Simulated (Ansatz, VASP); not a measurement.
**AlRu in VASP and in Ansatz**

The input INCAR:

```
SYSTEM = AlRu
PREC = Accurate ; ENCUT = 520
EDIFF = 1E-7 ; ISMEAR = 0
SIGMA = 0.1 ; LREAL = .False.
LASPH = .True. ; NELM = 100
ALGO = Fast ; ISIF = 2
LWAVE = .False. ; LCHARG = .False.
GGA = PS ; NBANDS = 16
```

Contents of KPOINTS:

```
regular mesh
0
Gamma
  6 6 6
  0 0 0
```

The input POSCAR:

```
AlRu
1.0
    2.9824954400      0.0000000000      0.0000000000
    0.0000000000      2.9824954400      0.0000000000
    0.0000000000      0.0000000000      2.9824954400
Al Ru
1 1
Direct
    0.0000000000      0.0000000000      0.0000000000
    0.5000000000      0.5167644850      0.5000000000
```

Input for Ansatz:

```yaml
crystal:
  lattice:
    - [2.98249544, 0.0, 0.0]
    - [0.0, 2.98249544, 0.0]
    - [0.0, 0.0, 2.98249544]
  atoms:
    - { symbol: Al, position: [0.0, 0.0, 0.0] }
    - { symbol: Ru, position: [0.5, 0.516764485, 0.5] }
basis: {}
kpoints:
  mp_grid: { grid: [6, 6, 6] }
hamiltonian:
  xc: pbesol
scf:
  occupations: { method: gaussian, width: 0.1 }
output:
  forces: true
  stress: true
  eigenvalues: true
```

Alike in both runs: task single point; functional PBEsol; k mesh 6 × 6 × 6; occupations gaussian, width 0.1 eV; no spin polarisation.

|  | VASP | Ansatz |
| --- | --- | --- |
| version | VASP 6.6.1 | Ansatz 0.2.0 |
| potentials or method | VASP PAW PBE potentials, release 64 (Al, Ru_pv) | scalar-relativistic, plane waves, PAW |
| plane-wave cutoff (eV) | 520 | 420 |
| valence electrons in the cell | 17 | 19 |

```tsv
	VASP	Ansatz	Ansatz less VASP
gap on the k mesh at the Fermi level (eV)	none	none	-
pressure (GPa)	-1.2	-1.3	-0.06
traceless stress, the component that is largest in VASP (GPa)	-0.15	-0.15	+0.003
rms of the force components (eV/Å)	0.228	0.225	-0.0023
```

VASP's potentials were made for PBE, not for PBEsol. Atom by atom the forces differ by 0.002 eV/Å (rms over components). A gap of «none» marks a metal or a gap that the smearing closes. With one functional, cell and mesh, what is left measures potentials, basis and numerics. VASP's potentials hold 17 valence electrons a cell and Ansatz's 19, so a difference there can come from the potentials and not from the codes.
